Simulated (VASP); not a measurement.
# Sr (Fm-3m) in VASP: single point with PBEsol

Aim: the single point of Sr with PBEsol.

Everything below comes from runs of VASP 6.6.1. Logs are shortened: lines on timing, memory, paths and dates and some standing lists are left out, and cuts for length are marked.

## Step 1: The cell of the first run

It takes space group Fm-3m (No. 225, cubic). Conventional cell: a = 10.332 Å, b = 10.332 Å, c = 10.332 Å, α = 90.00°, β = 90.00°, γ = 90.00°.

## Step 2: Single point, PBEsol

INCAR

```
PREC = Accurate ; ENCUT = 520
EDIFF = 1E-7 ; ISMEAR = 1
SIGMA = 0.2 ; LREAL = False
LASPH = True ; NELM = 80
ALGO = Normal ; ISIF = 2
LWAVE = False ; LCHARG = False
GGA = PS ; NBANDS = 11
```

KPOINTS

```
Automatic mesh
0
Gamma
  4 4 4
```

POSCAR

```
Sr
1.0
    0.0000000000      5.1658560000      5.1658560000
    5.1658560000      0.0000000000      5.1658560000
    5.1658560000      5.1658560000      0.0000000000
Sr
1
Direct
    0.0000000000      0.0000000000      0.0000000000
```

Potentials or basis: VASP PAW PBE potentials, release 64 (Sr_sv).

Started as:

```sh
$ cat potpaw_PBE.64/Sr_sv/POTCAR > POTCAR
$ mpirun -np 1 vasp_std > vasp.out
```

OUTCAR:

```text
PREC = Accurate
   ENCUT = 520
   EDIFF = 1E-7
   ISMEAR = 1
   LREAL = False
   LASPH = True
   NELM = 80
   ISIF = 2
   GGA = PS

 ion  position               nearest neighbor table
   1  0.000  0.000  0.000-

  LATTYP: Found a face centered cubic cell.
 ALAT       =    10.3317120000

  Lattice vectors:

 A1 = (   0.0000000000,   5.1658560000,   5.1658560000)
 A2 = (   5.1658560000,   0.0000000000,   5.1658560000)
 A3 = (   5.1658560000,   5.1658560000,   0.0000000000)

Analysis of symmetry for initial positions (statically):
=====================================================================
 Subroutine PRICEL returns:
 Original cell was already a primitive cell.

 Routine SETGRP: Setting up the symmetry group for a
 face centered cubic supercell.

 Subroutine GETGRP returns: Found 48 space group operations
 (whereof 48 operations were pure point group operations)
 out of a pool of 48 trial point group operations.

The static configuration has the point symmetry O_h .

Analysis of symmetry for dynamics (positions and initial velocities):
=====================================================================
 Subroutine PRICEL returns:
 Original cell was already a primitive cell.

 Routine SETGRP: Setting up the symmetry group for a
 face centered cubic supercell.

 Subroutine GETGRP returns: Found 48 space group operations
 (whereof 48 operations were pure point group operations)
 out of a pool of 48 trial point group operations.

The dynamic configuration has the point symmetry O_h .

 Subroutine INISYM returns: Found 48 space group operations
 (whereof 48 operations are pure point group operations),
 and found     1 'primitive' translations

----------------------------------------------------------------------------------------

                                     Primitive cell

  volume of cell :     275.7128

  direct lattice vectors                    reciprocal lattice vectors
     0.000000000  5.165856000  5.165856000    -0.096789380  0.096789380  0.096789380
     5.165856000  0.000000000  5.165856000     0.096789380 -0.096789380  0.096789380
     5.165856000  5.165856000  0.000000000     0.096789380  0.096789380 -0.096789380

  length of vectors
     7.305623616  7.305623616  7.305623616     0.167644124  0.167644124  0.167644124

  position of ions in fractional coordinates (direct lattice)
     0.000000000  0.000000000  0.000000000

  ion indices of the primitive-cell ions
   primitive index   ion index
                 1           1

----------------------------------------------------------------------------------------

 KPOINTS: Automatic mesh

Automatic generation of k-mesh.
 Grid dimensions read from file:
 generate k-points for:    4    4    4

 Generating k-lattice:

  Cartesian coordinates                     Fractional coordinates (reciprocal lattice)
    -0.024197345  0.024197345  0.024197345     0.250000000  0.000000000  0.000000000
     0.024197345 -0.024197345  0.024197345     0.000000000  0.250000000  0.000000000
     0.024197345  0.024197345 -0.024197345     0.000000000  0.000000000  0.250000000

  Length of vectors
     0.041911031  0.041911031  0.041911031

  Shift w.r.t. Gamma in fractional coordinates (k-lattice)
     0.000000000  0.000000000  0.000000000

 Subroutine IBZKPT returns following result:
 ===========================================

 Found      8 irreducible k-points:

 Following reciprocal coordinates:
            Coordinates               Weight
  0.000000  0.000000  0.000000      1.000000
  0.250000  0.000000  0.000000      8.000000
  0.500000  0.000000  0.000000      4.000000
  0.250000  0.250000  0.000000      6.000000
  0.500000  0.250000  0.000000     24.000000
 -0.250000  0.250000  0.000000     12.000000
  0.500000  0.500000  0.000000      3.000000
 -0.250000  0.500000  0.250000      6.000000
   k-points           NKPTS =      8   k-points in BZ     NKDIM =      8   number of bands    NBANDS=     11
   number of dos      NEDOS =    301   number of ions     NIONS =      1
   total plane-waves  NPLWV = 157464
   dimension x,y,z NGX =    54 NGY =   54 NGZ =   54
   dimension x,y,z NGXF=   108 NGYF=  108 NGZF=  108
   ions per type =               1
   NGX,Y,Z   is equivalent  to a cutoff of  12.29, 12.29, 12.29 a.u.
   NGXF,Y,Z  is equivalent  to a cutoff of  24.58, 24.58, 24.58 a.u.
 SYSTEM =  unknown system
   PREC   = accura    normal or accurate (medium, high low for compatibility)
   ISTART =      0    job   : 0-new  1-cont  2-samecut
   ICHARG =      2    charge: 1-file 2-atom 10-const
   ISPIN  =      1    spin polarized calculation?
   LNONCOLLINEAR =      F non collinear calculations
   LSORBIT =      F    spin-orbit coupling
   LASPH  =      T    aspherical Exc in radial PAW
   ENCUT  =  520.0 eV  38.22 Ry    6.18 a.u.  13.58 13.58 13.58*2*pi/ulx,y,z
   NELM   =     80;   NELMIN=  2; NELMDL= -5     # of ELM steps
   EDIFF  = 0.1E-06   stopping-criterion for ELM
   LREAL  =      F    real-space projection
   EDIFFG = 0.1E-05   stopping-criterion for IOM
   NSW    =      0    number of steps for IOM
   IBRION =     -1    ionic relax: 0-MD 1-quasi-New 2-CG
   NFREE  =      0    steps in history (QN), initial steepest desc. (CG)
   ISIF   =      2    stress and relaxation
   ISYM   =      2    0-nonsym 1-usesym 2-fastsym
   POTIM  = 0.5000    time-step for ionic-motion
   TEBEG  =    0.0;   TEEND  =   0.0 temperature during run
   PSTRESS=    0.0 pullay stress
   NELECT =      10.0000    total number of electrons
   NUPDOWN=      -1.0000    fix difference up-down
   EMIN   =  10.00;   EMAX   =-10.00  energy-range for DOS
   EFERMI =   0.00;   METHOD = LEGACY
   ISMEAR =     1;   SIGMA  =   0.20  broadening in eV -4-tet -1-fermi 0-gaus
   EFERMI_NEDOS =   21; number of points for ismear=-14 and -15
   IALGO  =     38    algorithm
   IMIX   =      4    mixing-type and parameters
     AMIX     =   0.40;   BMIX     =  1.00
     AMIX_MAG =   1.60;   BMIX_MAG =  1.00
  volume/ion in A,a.u.               =     275.71      1860.60
  Fermi-wavevector in a.u.,A,eV,Ry     =   0.541904  1.024050  3.995489  0.293660
  Thomas-Fermi vector in A             =   1.569695
   LORBIT       =      0    0 simple, 1 ext, 2 COOP (PROOUT), +10 PAW based schemes
   GGA     = PS    functional components
   LHFCALC =     F    Hartree Fock is set to
   AEXX    =    0.0000 exact exchange contribution
   IVDW    =     0    specifies the selected vdW correction
   LEPSILON=     F    determine dielectric tensor
   LRPA    =     F    only Hartree local field effects (RPA)
 non-spin polarized calculation
 Methfessel and Paxton  Order N= 1 SIGMA  =   0.20
  energy-cutoff  :      520.00
  volume of cell :      275.71
 maximum number of plane-waves:      7456
   NGX = 27   NGY = 27   NGZ = 27

 number of electron      10.0000000 magnetization

 Free energy of the ion-electron system (eV)
  ---------------------------------------------------
  ext. energy  EPLUGINS =         0.00000000
  ---------------------------------------------------
  free energy    TOTEN  =        -0.12934380 eV

  energy without entropy =       -0.13821746  energy(sigma->0) =       -0.13230169

 E-fermi :  -2.0655     XC(G=0):  -3.5315

 val. band max:       -2.1649210618   @ k =  -0.2500   0.5000   0.2500
 cond. band min:      -1.0974113847   @ k =   0.5000   0.0000   0.0000
 fundamental gap:      1.0675096770
 Fermi energy:        -2.0655291843

 k-point     1 :       0.0000    0.0000    0.0000
  band No.  band energies     occupation
      1     -39.8303      2.00000
      2     -21.7601      2.00000
      3     -21.7601      2.00000
      4     -21.7601      2.00000
      5      -2.9896      2.00000
      6      -0.2727     -0.00000
      7      -0.2727     -0.00000
      8      -0.2727     -0.00000
      9      -0.0894     -0.00000
     10      -0.0894     -0.00000
     11       1.0491     -0.00000

 k-point     2 :       0.2500    0.0000    0.0000
  band No.  band energies     occupation
      1     -39.8303      2.00000
      2     -21.7602      2.00000
      3     -21.7601      2.00000
      4     -21.7601      2.00000
      5      -2.7716      2.00001
      6      -0.5171     -0.00000
      7      -0.2453     -0.00000
      8      -0.2453     -0.00000
      9      -0.0785     -0.00000
     10      -0.0785     -0.00000
     11       0.0583     -0.00000

 k-point     3 :       0.5000    0.0000    0.0000
  band No.  band energies     occupation
      1     -39.8303      2.00000
      2     -21.7602      2.00000
      3     -21.7601      2.00000
      4     -21.7601      2.00000
      5      -2.4285      2.02772
      6      -1.0974     -0.00000
      7      -0.2805     -0.00000
      8      -0.2805     -0.00000
      9      -0.2528     -0.00000
     10       0.0459     -0.00000
     11       0.0459     -0.00000

 k-point     4 :       0.2500    0.2500    0.0000
  band No.  band energies     occupation
      1     -39.8303      2.00000
      2     -21.7602      2.00000
      3     -21.7601      2.00000
      4     -21.7601      2.00000
      5      -2.6955      2.00008
      6      -0.4291     -0.00000
      7      -0.2729     -0.00000
      8      -0.1968     -0.00000
      9      -0.1968     -0.00000
     10      -0.0303     -0.00000
     11      -0.0269     -0.00000

 k-point     5 :       0.5000    0.2500    0.0000
  band No.  band energies     occupation
      1     -39.8303      2.00000
      2     -21.7602      2.00000
      3     -21.7602      2.00000
      4     -21.7601      2.00000
      5      -2.3321      2.06782
      6      -0.8793     -0.00000
      7      -0.5356     -0.00000
      8      -0.3989     -0.00000
      9      -0.1878     -0.00000
     10       0.0229     -0.00000
     11       0.0553     -0.00000

 k-point     6 :      -0.2500    0.2500    0.0000
  band No.  band energies     occupation
      1     -39.8303      2.00000
      2     -21.7602      2.00000
      3     -21.7602      2.00000
      4     -21.7601      2.00000
      5      -2.4657      2.01596
      6      -0.6714     -0.00000
      7      -0.6316     -0.00000
      8      -0.2579     -0.00000
      9      -0.1938     -0.00000
     10      -0.0898     -0.00000
     11       0.0894     -0.00000

 k-point     7 :       0.5000    0.5000    0.0000
  band No.  band energies     occupation
      1     -39.8303      2.00000
      2     -21.7602      2.00000
      3     -21.7602      2.00000
      4     -21.7602      2.00000
      5      -2.1956      1.88283
      6      -0.9314     -0.00000
      7      -0.5634     -0.00000
      8      -0.4480     -0.00000
      9       0.0394     -0.00000
     10       0.0812     -0.00000
     11       0.0815     -0.00000

 k-point     8 :      -0.2500    0.5000    0.2500
  band No.  band energies     occupation
      1     -39.8303      2.00000
      2     -21.7602      2.00000
      3     -21.7602      2.00000
      4     -21.7602      2.00000
      5      -2.1649      1.73685
      6      -0.7733     -0.00000
      7      -0.7733     -0.00000
      8      -0.6682     -0.00000
      9      -0.0593     -0.00000
     10       0.1088     -0.00000
     11       0.1180     -0.00000

------------------------ aborting loop because EDIFF is reached ----------------------------------------

  FORCE on cell =-STRESS in cart. coord.  units (eV):
  Direction    XX          YY          ZZ          XY          YZ          ZX
  --------------------------------------------------------------------------------------
  -------------------------------------------------------------------------------------
  Total       -0.3830565     -0.3830565     -0.3830565     -0.0000000      0.0000000      0.0000000
  in kB       -2.2259559     -2.2259559     -2.2259559     -0.0000000      0.0000000      0.0000000
  external PRESSURE =      -2.2259559 kB  Pullay stress =       0.0000000 kB

 VOLUME and BASIS-vectors are now :
 -----------------------------------------------------------------------------
  energy-cutoff  :      520.00
  volume of cell :      275.71
      direct lattice vectors                 reciprocal lattice vectors
     0.000000000  5.165856000  5.165856000    -0.096789380  0.096789380  0.096789380
     5.165856000  0.000000000  5.165856000     0.096789380 -0.096789380  0.096789380
     5.165856000  5.165856000  0.000000000     0.096789380  0.096789380 -0.096789380

 POSITION                                       TOTAL-FORCE (eV/Angst)
 -----------------------------------------------------------------------------------
      0.00000      0.00000      0.00000         0.000000      0.000000     -0.000000
 -----------------------------------------------------------------------------------
    total drift:                               -0.000000      0.000000      0.000000

  FREE ENERGIE OF THE ION-ELECTRON SYSTEM (eV)
  ---------------------------------------------------
  free  energy   TOTEN  =        -0.1293438001 eV

  energy  without entropy=       -0.1382174636  energy(sigma->0) =       -0.13230169
```

It took 30 s on 1 thread of Intel Xeon Platinum 8375C at 2.90GHz (Ice Lake), shared host; peak memory 0.37 GiB.

What came out:

* Free energy: -0.1293 eV
* Pressure: -0.2 GPa
* Band gap on the k mesh: 1.07 eV, indirect (least direct gap 1.26 eV)

Caveat: the PAW data sets were made with another functional, which shifts forces and pressure a little.
